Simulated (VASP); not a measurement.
# Ge (Pm-3m) in VASP: single point with r2SCAN0

Aim: the single point of Ge with r2SCAN0.

All numbers are computed with VASP 6.6.1; they aren't measurements. Logs are shortened: lines on timing, memory, paths and dates and some standing lists are left out, and cuts for length are marked.

## 1. The cell of the first run

It takes space group Pm-3m (No. 221, cubic). The conventional cell has a = 2.710 Å, b = 2.710 Å, c = 2.710 Å, α = 90.00°, β = 90.00°, γ = 90.00°. Within 3.6 Å of Ge (site symmetry m-3m) lie 6 Ge at 2.71 Å.

This isn't the form of Ge at room conditions, which is diamond.

## 2. Single point, r2SCAN0

File POSCAR:

```
Ge
1.0
    2.7104700000      0.0000000000      0.0000000000
    0.0000000000      2.7104700000      0.0000000000
    0.0000000000      0.0000000000      2.7104700000
Ge
1
Direct
    0.0000000000      0.0000000000      0.0000000000
```

File INCAR.step1:

```
SYSTEM = Ge
  PREC = Accurate
  ENCUT = 520
  EDIFF = 1E-5
  ISMEAR = -1
  SIGMA = 0.05
  LREAL = .FALSE.
  LASPH = .TRUE.
  NELM = 60
  ALGO = Normal
  ISIF = 2
  LWAVE = .TRUE.
  LCHARG = .FALSE.
  GGA = PE
  NBANDS = 13
```

File INCAR.step2:

```
SYSTEM = Ge
  PREC = Accurate
  ENCUT = 520
  EDIFF = 1E-7
  ISMEAR = -1
  SIGMA = 0.05
  LREAL = .FALSE.
  LASPH = .TRUE.
  NELM = 60
  ALGO = Normal
  ISIF = 2
  LWAVE = .FALSE.
  LCHARG = .FALSE.
  METAGGA = R2SCAN
  LHFCALC = .TRUE.
  AEXX = 0.25
  LMIXTAU = .TRUE.
  PRECFOCK = Normal
  ISTART = 1
  NBANDS = 13
```

File KPOINTS:

```
regular mesh
0
G
  6 6 6
  0 0 0
```

Potentials or basis: VASP PAW PBE potentials, release 64 (Ge_d).

Command:

```sh
cat potpaw_PBE.64/Ge_d/POTCAR > POTCAR
cp INCAR.step1 INCAR
mpirun -np 1 vasp_std > vasp.out
cp INCAR.step2 INCAR
mpirun -np 1 vasp_std > vasp.out
```

OUTCAR:

```text
SYSTEM = Ge
   PREC = Accurate
   ENCUT = 520
   EDIFF = 1E-7
   ISMEAR = -1
   LREAL = .FALSE.
   LASPH = .TRUE.
   NELM = 60
   ISIF = 2
   METAGGA = R2SCAN
   LHFCALC = .TRUE.
   AEXX = 0.25
   PRECFOCK = Normal
   ISTART = 1

 ion  position               nearest neighbor table
   1  0.000  0.000  0.000-

  LATTYP: Found a simple cubic cell.
 ALAT       =     2.7104700000

  Lattice vectors:

 A1 = (   2.7104700000,   0.0000000000,   0.0000000000)
 A2 = (   0.0000000000,   2.7104700000,   0.0000000000)
 A3 = (   0.0000000000,   0.0000000000,   2.7104700000)

Analysis of symmetry for initial positions (statically):
=====================================================================
 Subroutine PRICEL returns:
 Original cell was already a primitive cell.

 Routine SETGRP: Setting up the symmetry group for a
 simple cubic supercell.

 Subroutine GETGRP returns: Found 48 space group operations
 (whereof 48 operations were pure point group operations)
 out of a pool of 48 trial point group operations.

The static configuration has the point symmetry O_h .

Analysis of symmetry for dynamics (positions and initial velocities):
=====================================================================
 Subroutine PRICEL returns:
 Original cell was already a primitive cell.

 Routine SETGRP: Setting up the symmetry group for a
 simple cubic supercell.

 Subroutine GETGRP returns: Found 48 space group operations
 (whereof 48 operations were pure point group operations)
 out of a pool of 48 trial point group operations.

The dynamic configuration has the point symmetry O_h .

 Subroutine INISYM returns: Found 48 space group operations
 (whereof 48 operations are pure point group operations),
 and found     1 'primitive' translations

----------------------------------------------------------------------------------------

                                     Primitive cell

  volume of cell :      19.9129

  direct lattice vectors                    reciprocal lattice vectors
     2.710470000  0.000000000  0.000000000     0.368939704  0.000000000  0.000000000
     0.000000000  2.710470000  0.000000000     0.000000000  0.368939704  0.000000000
     0.000000000  0.000000000  2.710470000     0.000000000  0.000000000  0.368939704

  length of vectors
     2.710470000  2.710470000  2.710470000     0.368939704  0.368939704  0.368939704

  position of ions in fractional coordinates (direct lattice)
     0.000000000  0.000000000  0.000000000

  ion indices of the primitive-cell ions
   primitive index   ion index
                 1           1

----------------------------------------------------------------------------------------

 KPOINTS: regular mesh

Automatic generation of k-mesh.
 Grid dimensions read from file:
 generate k-points for:    6    6    6

 Generating k-lattice:

  Cartesian coordinates                     Fractional coordinates (reciprocal lattice)
     0.061489951  0.000000000  0.000000000     0.166666667  0.000000000  0.000000000
     0.000000000  0.061489951  0.000000000     0.000000000  0.166666667  0.000000000
     0.000000000  0.000000000  0.061489951     0.000000000  0.000000000  0.166666667

  Length of vectors
     0.061489951  0.061489951  0.061489951

  Shift w.r.t. Gamma in fractional coordinates (k-lattice)
     0.000000000  0.000000000  0.000000000

 Subroutine IBZKPT returns following result:
 ===========================================

 Found     20 irreducible k-points:

 Following reciprocal coordinates:
            Coordinates               Weight
  0.000000  0.000000  0.000000      1.000000
  0.166667  0.000000  0.000000      6.000000
  0.333333  0.000000  0.000000      6.000000
  0.500000  0.000000  0.000000      3.000000
  0.166667  0.166667  0.000000     12.000000
  0.333333  0.166667  0.000000     24.000000
[... 12 lines left out ...]
  0.500000  0.500000  0.333333      6.000000
  0.500000  0.500000  0.500000      1.000000
   k-points           NKPTS =     20   k-points in BZ     NKDIM =    216   number of bands    NBANDS=     13
   number of dos      NEDOS =    301   number of ions     NIONS =      1
   total plane-waves  NPLWV =   8000
   dimension x,y,z NGX =    20 NGY =   20 NGZ =   20
   dimension x,y,z NGXF=    40 NGYF=   40 NGZF=   40
   ions per type =               1
   NGX,Y,Z   is equivalent  to a cutoff of  12.27, 12.27, 12.27 a.u.
   NGXF,Y,Z  is equivalent  to a cutoff of  24.53, 24.53, 24.53 a.u.
 SYSTEM =  Ge
   PREC   = accura    normal or accurate (medium, high low for compatibility)
   ISTART =      1    job   : 0-new  1-cont  2-samecut
   ICHARG =      0    charge: 1-file 2-atom 10-const
   ISPIN  =      1    spin polarized calculation?
   LNONCOLLINEAR =      F non collinear calculations
   LSORBIT =      F    spin-orbit coupling
   LASPH  =      T    aspherical Exc in radial PAW
   ENCUT  =  520.0 eV  38.22 Ry    6.18 a.u.   5.04  5.04  5.04*2*pi/ulx,y,z
   NELM   =     60;   NELMIN=  2; NELMDL=  0     # of ELM steps
   EDIFF  = 0.1E-06   stopping-criterion for ELM
   LREAL  =      F    real-space projection
   EDIFFG = 0.1E-05   stopping-criterion for IOM
   NSW    =      0    number of steps for IOM
   IBRION =     -1    ionic relax: 0-MD 1-quasi-New 2-CG
   NFREE  =      0    steps in history (QN), initial steepest desc. (CG)
   ISIF   =      2    stress and relaxation
   ISYM   =      3    0-nonsym 1-usesym 2-fastsym
   POTIM  = 0.5000    time-step for ionic-motion
   TEBEG  =    0.0;   TEEND  =   0.0 temperature during run
   PSTRESS=    0.0 pullay stress
   NELECT =      14.0000    total number of electrons
   NUPDOWN=      -1.0000    fix difference up-down
   EMIN   =  10.00;   EMAX   =-10.00  energy-range for DOS
   EFERMI =   0.00;   METHOD = LEGACY
   ISMEAR =    -1;   SIGMA  =   0.05  broadening in eV -4-tet -1-fermi 0-gaus
   EFERMI_NEDOS =   21; number of points for ismear=-14 and -15
   IALGO  =     38    algorithm
   IMIX   =      1    mixing-type and parameters
     AMIX     =   0.40;   BMIX     =  1.00
     AMIX_MAG =   1.60;   BMIX_MAG =  1.00
  volume/ion in A,a.u.               =      19.91       134.38
  Fermi-wavevector in a.u.,A,eV,Ry     =   1.455703  2.750881 28.831731  2.119072
  Thomas-Fermi vector in A             =   2.572707
   LORBIT       =      0    0 simple, 1 ext, 2 COOP (PROOUT), +10 PAW based schemes
   METAGGA = R2SCAN    functional components
   LHFCALC =     T    Hartree Fock is set to
   PRECFOCK=normal    Normal, Fast or Accurate (Low or Medium for compatibility)
   ENCUT4O =  -1.0   cutoff for four orbital integrals eV
   NKREDX  =     1    reduce k-point grid by
   NKREDY  =     1    reduce k-point grid by
   NKREDZ  =     1    reduce k-point grid by
   AEXX    =    0.2500 exact exchange contribution
   HFSCREEN=    0.0000 screening length (either q_TF or 0.3 A-1)
   HFSCREENC=   0.0000 screening length for correlation (either q_TF or 0.3 A-1)
   ENCUTFOCK=  -1.0 apply spherical cutoff to Coloumb kernel
   IVDW    =     0    specifies the selected vdW correction
   LEPSILON=     F    determine dielectric tensor
   LRPA    =     F    only Hartree local field effects (RPA)
 non-spin polarized calculation
  energy-cutoff  :      520.00
  volume of cell :       19.91
 maximum number of plane-waves:       554
  NGX = 16; NGY = 16; NGZ = 16

 number of electron      13.9999968 magnetization

 Free energy of the ion-electron system (eV)
  ---------------------------------------------------
  ext. energy  EPLUGINS =         0.00000000
  ---------------------------------------------------
  free energy    TOTEN  =       -12.53580717 eV

  energy without entropy =      -12.52843463  energy(sigma->0) =      -12.53212090

 E-fermi :   6.0344     XC(G=0):  -9.2766

 val. band max:        5.3402628269   @ k =   0.5000   0.5000   0.5000
 cond. band min:       6.0599596924   @ k =   0.3333   0.3333   0.1667
 fundamental gap:      0.7196968655
 Fermi energy:         6.0343568869

 k-point     1 :       0.0000    0.0000    0.0000
  band No.  band energies     occupation
      1     -23.3045      2.00000
      2     -23.3045      2.00000
      3     -23.0477      2.00000
      4     -23.0477      2.00000
      5     -23.0477      2.00000
      6      -9.4100      2.00000
      7      13.7474      0.00000
      8      13.7474      0.00000
      9      13.7474      0.00000
     10      17.1975      0.00000
     11      17.1975      0.00000
     12      20.2705      0.00000
     13      36.8806      0.00000

 k-point     2 :       0.1667    0.0000    0.0000
  band No.  band energies     occupation
      1     -23.3010      2.00000
      2     -23.2560      2.00000
      3     -23.0644      2.00000
      4     -23.0644      2.00000
      5     -23.0463      2.00000
      6      -8.7892      2.00000
      7       8.5277      0.00000
      8      14.3153      0.00000
      9      14.3153      0.00000
     10      17.7226      0.00000
     11      19.6242      0.00000
     12      24.2408      0.00000
     13      31.0807      0.00000

 k-point     3 :       0.3333    0.0000    0.0000
  band No.  band energies     occupation
      1     -23.2939      2.00000
      2     -23.1589      2.00000
      3     -23.0979      2.00000
      4     -23.0979      2.00000
      5     -23.0434      2.00000
      6      -6.9797      2.00000
      7       2.0894      2.00000
      8      15.8098      0.00000
      9      15.8098      0.00000
     10      19.2184      0.00000
     11      21.2731      0.00000
     12      26.2019      0.00000
     13      26.2019      0.00000
[... 241 lines left out ...]
 k-point    19 :       0.5000    0.5000    0.3333
  band No.  band energies     occupation
      1     -23.1984      2.00000
      2     -23.1727      2.00000
      3     -23.1727      2.00000
      4     -23.0312      2.00000
      5     -22.9762      2.00000
      6       2.2851      2.00000
      7       4.5874      2.00000
      8       4.5874      2.00000
      9      10.7578      0.00000
     10      12.0354      0.00000
     11      16.1106      0.00000
     12      16.1106      0.00000
     13      19.8325      0.00000

 k-point    20 :       0.5000    0.5000    0.5000
  band No.  band energies     occupation
      1     -23.1949      2.00000
      2     -23.1949      2.00000
      3     -23.1949      2.00000
      4     -22.9749      2.00000
      5     -22.9749      2.00000
      6       5.3403      2.00000
      7       6.3398      0.00443
      8       6.3398      0.00443
      9       6.3398      0.00443
     10      13.7662      0.00000
     11      13.7662      0.00000
     12      13.7662      0.00000
     13      16.9452      0.00000

------------------------ aborting loop because EDIFF is reached ----------------------------------------

  FORCE on cell =-STRESS in cart. coord.  units (eV):
  Direction    XX          YY          ZZ          XY          YZ          ZX
  --------------------------------------------------------------------------------------
  -------------------------------------------------------------------------------------
  Total       -0.5220204     -0.5220204     -0.5220204      0.0000000      0.0000000      0.0000000
  in kB      -42.0014479    -42.0014479    -42.0014479      0.0000000      0.0000000      0.0000000
  external PRESSURE =     -42.0014479 kB  Pullay stress =       0.0000000 kB

 VOLUME and BASIS-vectors are now :
 -----------------------------------------------------------------------------
  energy-cutoff  :      520.00
  volume of cell :       19.91
      direct lattice vectors                 reciprocal lattice vectors
     2.710470000  0.000000000  0.000000000     0.368939704  0.000000000  0.000000000
     0.000000000  2.710470000  0.000000000     0.000000000  0.368939704  0.000000000
     0.000000000  0.000000000  2.710470000     0.000000000  0.000000000  0.368939704

 POSITION                                       TOTAL-FORCE (eV/Angst)
 -----------------------------------------------------------------------------------
      0.00000      0.00000      0.00000         0.000000      0.000000      0.000000
 -----------------------------------------------------------------------------------
    total drift:                                0.000000      0.000000      0.000000

  FREE ENERGIE OF THE ION-ELECTRON SYSTEM (eV)
  ---------------------------------------------------
  free  energy   TOTEN  =       -12.5358071692 eV

  energy  without entropy=      -12.5284346344  energy(sigma->0) =      -12.53212090
```

Wall time 28 min (1 thread of Intel Xeon 8259CL, shared host); peak memory 0.14 GiB.

What came out:

| Item | Value |
| --- | --- |
| Free energy | -12.5358 eV |
| Pressure | -4.2 GPa |
| Band gap on the k mesh | zero (bands 7 and 8 overlap by 11.38 eV) |

Levels at points of the mesh, in eV from the Fermi level:
| k point | band 3 | band 4 | band 5 | band 6 | band 7 | band 8 | band 9 | band 10 | band 11 | band 12 |
| --- | --- | --- | --- | --- | --- | --- | --- | --- | --- | --- |
| (0.00, 0.00, 0.00) | -29.08 | -29.08 | -29.08 | -15.44 | 7.71 | 7.71 | 7.71 | 11.16 | 11.16 | 14.24 |
| (0.50, 0.00, 0.00) | -29.15 | -29.14 | -29.08 | -11.12 | -7.28 | 10.93 | 10.93 | 14.64 | 16.96 | 17.90 |
| (0.50, 0.50, 0.00) | -29.14 | -29.14 | -29.01 | -6.29 | -3.67 | -3.67 | 3.78 | 14.09 | 21.29 | 21.29 |
| (0.50, 0.50, 0.50) | -29.23 | -29.01 | -29.01 | -0.69 | 0.31 | 0.31 | 0.31 | 7.73 | 7.73 | 7.73 |

Caveat: the k points lie up to 0.39 Å⁻¹ apart, too coarse for converged energies and pressures of a metal; the PAW data sets were made with another functional, which shifts forces and pressure a little.
